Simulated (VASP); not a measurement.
# Cu (P6_3/mmc) in VASP: notebook

The runs below take Cu through single point, with PBEsol.

Everything below comes from runs of VASP 6.6.1. Logs are shortened: lines on timing, memory, paths and dates and some standing lists are left out, and cuts for length are marked.

## 1. The cell of the first run

The structure is hexagonal, space group P6_3/mmc (No. 194). The conventional cell has a = 2.621 Å, b = 2.621 Å, c = 4.012 Å, α = 90.00°, β = 90.00°, γ = 120.00°. Cu (site symmetry -6m2) has 12 Cu at 2.51 to 2.62 Å within 3.3 Å.

This isn't the form of Cu at room conditions, which is fcc.

## 2. Single point, PBEsol (biaxial strain in the a-b plane: +4.0 %, then relaxed in part)

The input, INCAR:

```
SYSTEM = Cu
ALGO = Fast ; EDIFF = 1E-6
ENCUT = 520 ; GGA = PS
ISIF = 2 ; ISMEAR = 0
LASPH = .True. ; LCHARG = .False.
LREAL = .False. ; LWAVE = .False.
NBANDS = 18 ; NELM = 60
PREC = Accurate ; SIGMA = 0.1
```

The input, KPOINTS:

```
k-points
0
Gamma
  24 24 12
  0 0 0
```

The input, POSCAR:

```
Cu
1.0
    2.6214146662      0.0000000000      0.0000000000
   -1.3107073331      2.2702116948      0.0000000000
    0.0000000000      0.0000000000      4.0119914448
Cu
2
Direct
    0.3333333333      0.6666666667      0.2500000000
    0.6666666667      0.3333333333      0.7500000000
```

Potentials or basis: VASP PAW PBE potentials, release 64 (Cu).

Started as:

```bash
$ cat potpaw_PBE.64/Cu/POTCAR > POTCAR
$ mpirun -np 1 vasp_std > vasp.out
```

OUTCAR:

```text
SYSTEM = Cu
   EDIFF = 1E-6
   ENCUT = 520
   GGA = PS
   ISIF = 2
   ISMEAR = 0
   LASPH = .True.
   LREAL = .False.
   NELM = 60
   PREC = Accurate

 ion  position               nearest neighbor table
   1  0.333  0.667  0.250-   2 2.51   2 2.51   2 2.51   2 2.51   2 2.51   2 2.51
   2  0.667  0.333  0.750-   1 2.51   1 2.51   1 2.51   1 2.51   1 2.51   1 2.51

  LATTYP: Found a hexagonal cell.
 ALAT       =     2.6214146662
 C/A-ratio  =     1.5304680700

  Lattice vectors:

 A1 = (   2.6214146662,   0.0000000000,   0.0000000000)
 A2 = (  -1.3107073331,   2.2702116948,   0.0000000000)
 A3 = (   0.0000000000,   0.0000000000,   4.0119914448)

Analysis of symmetry for initial positions (statically):
=====================================================================
 Subroutine PRICEL returns:
 Original cell was already a primitive cell.

 Routine SETGRP: Setting up the symmetry group for a
 hexagonal supercell.

 Subroutine GETGRP returns: Found 24 space group operations
 (whereof 12 operations were pure point group operations)
 out of a pool of 24 trial point group operations.

The static configuration has the point symmetry D_3d.
 The point group associated with its full space group is D_6h.

Analysis of symmetry for dynamics (positions and initial velocities):
=====================================================================
 Subroutine PRICEL returns:
 Original cell was already a primitive cell.

 Routine SETGRP: Setting up the symmetry group for a
 hexagonal supercell.

 Subroutine GETGRP returns: Found 24 space group operations
 (whereof 12 operations were pure point group operations)
 out of a pool of 24 trial point group operations.

The dynamic configuration has the point symmetry D_3d.
 The point group associated with its full space group is D_6h.

 Subroutine INISYM returns: Found 24 space group operations
 (whereof 12 operations are pure point group operations),
 and found     1 'primitive' translations

----------------------------------------------------------------------------------------

                                     Primitive cell

  volume of cell :      23.8760

  direct lattice vectors                    reciprocal lattice vectors
     2.621414666  0.000000000  0.000000000     0.381473413  0.220243778  0.000000000
    -1.310707333  2.270211695  0.000000000     0.000000000  0.440487556  0.000000000
     0.000000000  0.000000000  4.011991445     0.000000000  0.000000000  0.249252775

  length of vectors
     2.621414666  2.621414666  4.011991445     0.440487556  0.440487556  0.249252775

  position of ions in fractional coordinates (direct lattice)
     0.333333333  0.666666667  0.250000000
     0.666666667  0.333333333  0.750000000

  ion indices of the primitive-cell ions
   primitive index   ion index
                 1           1
                 2           2

----------------------------------------------------------------------------------------

 KPOINTS: k-points

Automatic generation of k-mesh.
 Grid dimensions read from file:
 generate k-points for:   24   24   12

 Generating k-lattice:

  Cartesian coordinates                     Fractional coordinates (reciprocal lattice)
     0.015894726  0.009176824  0.000000000     0.041666667  0.000000000  0.000000000
     0.000000000  0.018353648  0.000000000     0.000000000  0.041666667  0.000000000
     0.000000000  0.000000000  0.020771065     0.000000000  0.000000000  0.083333333

  Length of vectors
     0.018353648  0.018353648  0.020771065

  Shift w.r.t. Gamma in fractional coordinates (k-lattice)
     0.000000000  0.000000000  0.000000000

 Subroutine IBZKPT returns following result:
 ===========================================

 Found    427 irreducible k-points:

 Following reciprocal coordinates:
            Coordinates               Weight
  0.000000  0.000000  0.000000      1.000000
  0.041667 -0.000000  0.000000      6.000000
  0.083333  0.000000  0.000000      6.000000
  0.125000  0.000000  0.000000      6.000000
  0.166667 -0.000000  0.000000      6.000000
  0.208333  0.000000  0.000000      6.000000
[... 16 lines left out ...]
  0.416667  0.041667  0.000000     12.000000
  0.458333  0.041667  0.000000     12.000000
 [... further k-points ...]
   k-points           NKPTS =    427   k-points in BZ     NKDIM =    427   number of bands    NBANDS=     18
   number of dos      NEDOS =    301   number of ions     NIONS =      2
   total plane-waves  NPLWV =  12000
   dimension x,y,z NGX =    20 NGY =   20 NGZ =   30
   dimension x,y,z NGXF=    40 NGYF=   40 NGZF=   60
   ions per type =               2
   NGX,Y,Z   is equivalent  to a cutoff of  12.68, 12.68, 12.43 a.u.
   NGXF,Y,Z  is equivalent  to a cutoff of  25.37, 25.37, 24.86 a.u.
 SYSTEM =  Cu
   PREC   = accura    normal or accurate (medium, high low for compatibility)
   ISTART =      0    job   : 0-new  1-cont  2-samecut
   ICHARG =      2    charge: 1-file 2-atom 10-const
   ISPIN  =      1    spin polarized calculation?
   LNONCOLLINEAR =      F non collinear calculations
   LSORBIT =      F    spin-orbit coupling
   LASPH  =      T    aspherical Exc in radial PAW
   ENCUT  =  520.0 eV  38.22 Ry    6.18 a.u.   4.87  4.87  7.46*2*pi/ulx,y,z
   NELM   =     60;   NELMIN=  2; NELMDL= -5     # of ELM steps
   EDIFF  = 0.1E-05   stopping-criterion for ELM
   LREAL  =      F    real-space projection
   EDIFFG = 0.1E-04   stopping-criterion for IOM
   NSW    =      0    number of steps for IOM
   IBRION =     -1    ionic relax: 0-MD 1-quasi-New 2-CG
   NFREE  =      0    steps in history (QN), initial steepest desc. (CG)
   ISIF   =      2    stress and relaxation
   ISYM   =      2    0-nonsym 1-usesym 2-fastsym
   POTIM  = 0.5000    time-step for ionic-motion
   TEBEG  =    0.0;   TEEND  =   0.0 temperature during run
   PSTRESS=    0.0 pullay stress
   NELECT =      22.0000    total number of electrons
   NUPDOWN=      -1.0000    fix difference up-down
   EMIN   =  10.00;   EMAX   =-10.00  energy-range for DOS
   EFERMI =   0.00;   METHOD = LEGACY
   ISMEAR =     0;   SIGMA  =   0.10  broadening in eV -4-tet -1-fermi 0-gaus
   EFERMI_NEDOS =   21; number of points for ismear=-14 and -15
   IALGO  =     68    algorithm
   IMIX   =      4    mixing-type and parameters
     AMIX     =   0.40;   BMIX     =  1.00
     AMIX_MAG =   1.60;   BMIX_MAG =  1.00
  volume/ion in A,a.u.               =      11.94        80.56
  Fermi-wavevector in a.u.,A,eV,Ry     =   1.593046  3.010421 34.528812  2.537796
  Thomas-Fermi vector in A             =   2.691337
   LORBIT       =      0    0 simple, 1 ext, 2 COOP (PROOUT), +10 PAW based schemes
   GGA     = PS    functional components
   LHFCALC =     F    Hartree Fock is set to
   AEXX    =    0.0000 exact exchange contribution
   IVDW    =     0    specifies the selected vdW correction
   LEPSILON=     F    determine dielectric tensor
   LRPA    =     F    only Hartree local field effects (RPA)
 non-spin polarized calculation
 RMM-DIIS sequential band-by-band and
 Gauss-broadening in eV      SIGMA  =   0.10
  energy-cutoff  :      520.00
  volume of cell :       23.88
 maximum number of plane-waves:       675
 NGX is ok and might be reduce to    20
   NGX =  9   NGY =  9   NGZ = 15

 number of electron      22.0000029 magnetization

 Free energy of the ion-electron system (eV)
  ---------------------------------------------------
  ext. energy  EPLUGINS =         0.00000000
  ---------------------------------------------------
  free energy    TOTEN  =        -8.53984725 eV

  energy without entropy =       -8.53666191  energy(sigma->0) =       -8.53825458

 E-fermi :   7.2850     XC(G=0): -12.8418

 val. band max:        7.2727352091   @ k =   0.3750   0.0000   0.4167
 cond. band min:       7.3006405624   @ k =   0.1667   0.1667   0.3333
 fundamental gap:      0.0279053533
 Fermi energy:         7.2849652724

 k-point     1 :       0.0000    0.0000    0.0000
  band No.  band energies     occupation
      1      -2.0382      2.00000
      2       2.3451      2.00000
      3       4.3261      2.00000
      4       4.3261      2.00000
      5       4.4938      2.00000
      6       4.5821      2.00000
[... 10 lines left out ...]
     17      29.2688      0.00000
     18      29.2712      0.00000

 k-point     2 :       0.0417   -0.0000    0.0000
  band No.  band energies     occupation
      1      -1.9849      2.00000
      2       2.3726      2.00000
      3       4.2813      2.00000
      4       4.3450      2.00000
      5       4.5321      2.00000
      6       4.5742      2.00000
[... 10 lines left out ...]
     17      29.9688      0.00000
     18      30.1897      0.00000

 k-point     3 :       0.0833    0.0000    0.0000
  band No.  band energies     occupation
      1      -1.8257      2.00000
      2       2.4521      2.00000
      3       4.1909      2.00000
      4       4.4011      2.00000
      5       4.5469      2.00000
      6       4.5716      2.00000
[... 10 lines left out ...]
     17      30.8886      0.00000
     18      31.2300      0.00000

 k-point     4 :       0.1250    0.0000    0.0000
  band No.  band energies     occupation
      1      -1.5631      2.00000
      2       2.5737      2.00000
      3       4.0851      2.00000
      4       4.4263      2.00000
      5       4.4916      2.00000
      6       4.5117      2.00000
[... 375 lines left out ...]
      4       3.8716      2.00000
      5       4.1192      2.00000
      6       4.4976      2.00000
[... 10 lines left out ...]
     17      20.8179      0.00000
     18      25.8659      0.00000

 k-point    23 :       0.4167    0.0417    0.0000
  band No.  band energies     occupation
      1       2.2213      2.00000
      2       2.8498      2.00000
      3       3.0569      2.00000
      4       3.9751      2.00000
      5       4.0892      2.00000
      6       4.4747      2.00000
[... 10 lines left out ...]
     17      19.6580      0.00000
     18      25.7456      0.00000

 k-point    24 :       0.4583    0.0417    0.0000
  band No.  band energies     occupation
      1       2.4200      2.00000
      2       2.8039      2.00000
      3       3.0199      2.00000
      4       4.0548      2.00000
      5       4.0739      2.00000
      6       4.4629      2.00000
[... 10 lines left out ...]
     17      18.9849      0.00000
     18      25.6882      0.00000

 [... further k-points ...]

------------------------ aborting loop because EDIFF is reached ----------------------------------------

  FORCE on cell =-STRESS in cart. coord.  units (eV):
  Direction    XX          YY          ZZ          XY          YZ          ZX
  --------------------------------------------------------------------------------------
  -------------------------------------------------------------------------------------
  Total       -1.5093440     -1.5093440      0.0557695      0.0000000      0.0000000      0.0000000
  in kB     -101.2830439   -101.2830439      3.7423580      0.0000000      0.0000000      0.0000000
  external PRESSURE =     -66.2745766 kB  Pullay stress =       0.0000000 kB

 VOLUME and BASIS-vectors are now :
 -----------------------------------------------------------------------------
  energy-cutoff  :      520.00
  volume of cell :       23.88
      direct lattice vectors                 reciprocal lattice vectors
     2.621414666  0.000000000  0.000000000     0.381473413  0.220243778  0.000000000
    -1.310707333  2.270211695  0.000000000     0.000000000  0.440487556  0.000000000
     0.000000000  0.000000000  4.011991445     0.000000000  0.000000000  0.249252775

 POSITION                                       TOTAL-FORCE (eV/Angst)
 -----------------------------------------------------------------------------------
     -0.00000      1.51347      1.00300         0.000000     -0.000000      0.000000
      1.31071      0.75674      3.00899        -0.000000      0.000000      0.000000
 -----------------------------------------------------------------------------------
    total drift:                               -0.000000      0.000000     -0.000000

  FREE ENERGIE OF THE ION-ELECTRON SYSTEM (eV)
  ---------------------------------------------------
  free  energy   TOTEN  =        -8.5398472460 eV

  energy  without entropy=       -8.5366619109  energy(sigma->0) =       -8.53825458
```

Run time: 4 min. Hardware: 1 thread of Intel Xeon 8259CL, shared host; peak memory 0.26 GiB.

Results:

```yaml
Free_energy: -8.5398 eV
Pressure: -6.6 GPa
Band_gap_on_the_k_mesh: zero (bands 11 and 12 overlap by 5.60 eV)
```

Levels at points of the mesh, in eV from the Fermi level:
```csv
k point,band 7,band 8,band 9,band 10,band 11,band 12,band 13,band 14,band 15,band 16
"(0.00, 0.00, 0.00)",-2.70,-2.63,-2.63,-1.72,-1.72,-0.40,4.59,20.12,20.12,20.37
"(0.50, 0.00, 0.00)",-2.57,-1.75,-1.61,-1.51,-0.17,1.25,7.97,8.58,10.92,11.37
"(0.00, 0.00, 0.50)",-3.07,-3.07,-1.93,-1.93,-1.93,-1.93,14.02,14.02,21.11,21.11
"(0.50, 0.00, 0.50)",-1.92,-1.92,-1.66,-1.66,0.39,0.39,4.60,4.60,15.25,15.25
```

Caveat: the cell differs from its parent crystal (biaxial strain in the a-b plane: +4.0 %, then relaxed in part); the cell stands under tension; the PAW data sets were made with another functional, which shifts forces and pressure a little.

## 3. Single point, PBEsol (biaxial strain in the a-b plane: +4.0 %)

The input, INCAR:

```
SYSTEM = Cu
PREC = Accurate
ENCUT = 520
EDIFF = 1E-6
ISMEAR = 0
SIGMA = 0.1
LREAL = .FALSE.
LASPH = .TRUE.
NELM = 60
ALGO = Fast
ISIF = 2
LWAVE = .FALSE.
LCHARG = .FALSE.
GGA = PS
NBANDS = 18
```

The input, KPOINTS:

```
Automatic mesh
0
G
  24 24 12
  0 0 0
```

Changes to POSCAR since step 2:

```diff
@@ -4,3 +4,3 @@
    -1.3107073331      2.2702116948      0.0000000000
-    0.0000000000      0.0000000000      4.0119914448
+    0.0000000000      0.0000000000      4.0177267091
 Cu
```

Potentials or basis: VASP PAW PBE potentials, release 64 (Cu).

Started as:

```bash
$ cat potpaw_PBE.64/Cu/POTCAR > POTCAR
$ mpirun -np 1 vasp_std > vasp.out
```

Wall time 4.2 min (1 thread of Intel Xeon 8259CL, shared host); peak memory 0.26 GiB.

It converged, with:

```
Free energy            : -8.5400 eV
Pressure               : -6.9 GPa
Band gap on the k mesh : zero (bands 11 and 12 overlap by 5.60 eV)
```

Stress tensor (GPa, compression positive):
```
-10.27   0.00   0.00
  0.00 -10.27   0.00
  0.00   0.00  -0.01
```

Levels at points of the mesh, in eV from the Fermi level:
```csv
k point,band 8,band 9,band 10,band 11,band 12,band 13,band 14,band 15
"(0.00, 0.00, 0.00)",-2.63,-2.63,-1.72,-1.72,-0.41,4.56,20.13,20.13
"(0.50, 0.00, 0.00)",-1.74,-1.61,-1.51,-0.17,1.25,7.95,8.55,10.90
"(0.00, 0.00, 0.50)",-3.06,-1.93,-1.93,-1.93,-1.93,13.97,13.97,21.11
"(0.50, 0.00, 0.50)",-1.91,-1.65,-1.65,0.39,0.39,4.59,4.59,15.25
```

Caveat: the cell differs from its parent crystal (biaxial strain in the a-b plane: +4.0 %); the cell stands under tension; the PAW data sets were made with another functional, which shifts forces and pressure a little.
